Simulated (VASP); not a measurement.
Ta:

```
Ta
1.0
     2.93332    0.00000    0.00000
    -1.46666    2.54033    0.00000
     0.00000    0.00000    4.75199
Ta
2
Direct
  0.33333 0.66667 0.25000
  0.66667 0.33333 0.75000
```

This isn't the form of Ta at room conditions, which is bcc.

| Quantity | Value |
| --- | --- |
| Program | VASP 6.6.1 |
| Task | relaxation of cell and atoms |
| Functional | PBEsol |
| Potentials or basis | VASP PAW PBE potentials, release 64 (Ta_pv) |
| Cutoff | 600 eV |
| k mesh | 17 × 17 × 9 |
| Occupations | fermi-dirac, width 0.05 eV |
| Spin | no spin polarisation |

At the start: pressure 4.9 GPa; volume 17.71 Å³/atom.

Question: How do energy, volume and symmetry change on relaxing?

Answer: Over 7 steps the energy falls by 58.3 meV/atom and the volume is 18.13 Å³/atom (+2.4 %); space group P6_3/mmc (No. 194, to 0.1 Å) before and after.

The path:
| step | energy change (eV) | largest force (eV/Å) | pressure (GPa) | volume (Å³) |
| --- | --- | --- | --- | --- |
| 1 | 0.0000 | 0.0000 | 4.86 | 35.41 |
| 2 | -0.0450 | 0.0000 | -9.68 | 38.18 |
| 3 | -0.0662 | 0.0000 | -5.06 | 37.16 |
| 4 | -0.1097 | 0.0000 | -0.96 | 36.50 |
| 5 | -0.1138 | 0.0000 | -2.01 | 36.65 |
| 6 | -0.1143 | 0.0000 | 1.90 | 35.92 |
| 7 | -0.1166 | 0.0000 | -0.01 | 36.27 |

Final structure:
```
CELL_PARAMETERS angstrom
2.86891 0.00000 0.00000
-1.43445 2.48455 0.00000
0.00000 0.00000 5.08798
ATOMIC_POSITIONS crystal
Ta 0.33333 0.66667 0.25000
Ta 0.66667 0.33333 0.75000
```

Caveat: the PAW data sets were made with another functional, which shifts forces and pressure a little.
